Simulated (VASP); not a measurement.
Wanted: the native input for a VASP 6.6.1 run.

```
Task                   : single point
Functional             : PBE
Dispersion             : D3(BJ)
Potentials or basis    : VASP PAW PBE potentials, release 64 (Si, N)
Cutoff                 : 520 eV
k mesh                 : 7 × 5 × 1
Occupations            : gaussian, width 0.05 eV
Spin                   : no spin polarisation
Dipole correction      : yes
Further INCAR settings : ALGO = Normal; EDIFF = 1e-07; NBANDS = 27
```

The structure of Si3N lies in POSCAR:

```
Si3N
1.0
    3.8333442755      0.0000000000      0.0000000000
    0.0000000000      5.4211674636      0.0000000000
    0.0000000000      0.0000000000     22.4877586337
Si N
6 2
Direct
    0.5000000000      0.0000000000      0.1778745523
    0.0000000000      0.2500000000      0.1778745523
    0.0000000000      0.5038839981      0.2608672216
    0.5000000000      0.7461160019      0.2608672216
    0.5000000000      0.0086033066      0.3418641564
    0.0000000000      0.2413966934      0.3418641564
    0.6666666667      0.0086033066      0.5063981173
    0.6666666667      0.0086033066      0.5553136192
```

These files were run (other wordings do the same):

INCAR

```
SYSTEM = Si3N
PREC = Accurate
ENCUT = 520
EDIFF = 1E-7
ISMEAR = 0
SIGMA = 0.05
LREAL = .False.
LASPH = .True.
NELM = 80
ALGO = Normal
ISIF = 2
LWAVE = .False.
LCHARG = .False.
LDIPOL = .True.
IDIPOL = 3
DIPOL = 0.5 0.5 0.328
GGA = PE
IVDW = 12
NBANDS = 27
```

KPOINTS

```
Automatic mesh
0
Gamma
  7 5 1
  0 0 0
```

Potentials or basis: VASP PAW PBE potentials, release 64 (Si, N).

Launch:

```console
$ cat potpaw_PBE.64/Si/POTCAR potpaw_PBE.64/N/POTCAR > POTCAR
$ mpirun -np 1 vasp_std > vasp.out
```

Results of the run:

- Largest force: 2.120 eV/Å
- Band gap on the k mesh: zero (bands 17 and 18 overlap by 0.29 eV)
- Dispersion energy per atom: -0.201 eV

Caveat: the standard files for N, O and F lose accuracy on very short bonds.

Wall time 11 min on 1 thread of Intel Xeon 8259CL, on a shared host, peak memory 0.56 GiB.
